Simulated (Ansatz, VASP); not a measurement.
## AlN in VASP and in Ansatz

INCAR

```
SYSTEM = AlN
PREC = Accurate
ENCUT = 520
EDIFF = 1E-6
ISMEAR = 0
SIGMA = 0.02
LREAL = .False.
LASPH = .True.
NELM = 60
ALGO = Normal
ISIF = 2
LWAVE = .False.
LCHARG = .False.
GGA = PE
NBANDS = 16
```

KPOINTS

```
regular mesh
0
Gamma
  9 9 6
  0 0 0
```

File POSCAR:

```
AlN
1.0
    3.3121157418      0.0000000000      0.0000000000
   -1.6560578709      2.8683763727      0.0000000000
    0.0000000000      0.0000000000      4.1875630000
Al N
2 2
Direct
    0.3333333300      0.6666666700      0.7500000000
    0.7277461466      0.4343939867      0.3061949755
    0.3333333300      0.6666666700      0.2500000000
    0.6666666700      0.3333333300      0.7500000000
```

Input for Ansatz:

```yaml
crystal:
  lattice:
    - [3.3121157418, 0.0, 0.0]
    - [-1.6560578709, 2.8683763727, 0.0]
    - [0.0, 0.0, 4.187563]
  atoms:
    - { symbol: Al, position: [0.33333333, 0.66666667, 0.75] }
    - { symbol: Al, position: [0.7277461466, 0.4343939867, 0.3061949755] }
    - { symbol: "N", position: [0.33333333, 0.66666667, 0.25] }
    - { symbol: "N", position: [0.66666667, 0.33333333, 0.75] }
basis:
  ecutwfc: 420
kpoints:
  mp_grid: { grid: [9, 9, 6] }
hamiltonian:
  xc: pbe
scf:
  occupations: { method: gaussian, width: 0.02 }
output:
  forces: true
  stress: true
  eigenvalues: true
  populations: true
```

Change from the starting cell: one atom moved.

Alike in both runs: task single point; functional PBE; k mesh 9 × 9 × 6; occupations gaussian, width 0.02 eV; no spin polarisation.

```csv
,VASP,Ansatz
version,VASP 6.6.1,Ansatz 0.2.0
potentials or method,"VASP PAW PBE potentials, release 64 (Al, N), cutoff 520 eV","scalar-relativistic, plane waves, PAW"
valence electrons in the cell,16,16
```

Ansatz gave:

| Quantity | Value |
| --- | --- |
| gap on the k mesh at the Fermi level (eV) | 3.18 |
| least direct gap on the mesh (eV) | 3.18 |
| pressure (GPa) | 8.2 |
| traceless stress, the component that is largest in VASP (GPa) | -11.36 |
| rms of the force components (eV/Å) | 1.389 |

Q: Estimate VASP's values.

A: gap on the k mesh at the Fermi level (eV): 3.19; least direct gap on the mesh (eV): 3.19; pressure (GPa): 8.0; traceless stress, the component that is largest in VASP (GPa): -11.44; rms of the force components (eV/Å): 1.391.

Atom by atom the forces differ by 0.004 eV/Å (rms over components). The functional is the same, so the differences come from potentials, cutoffs and numerics.
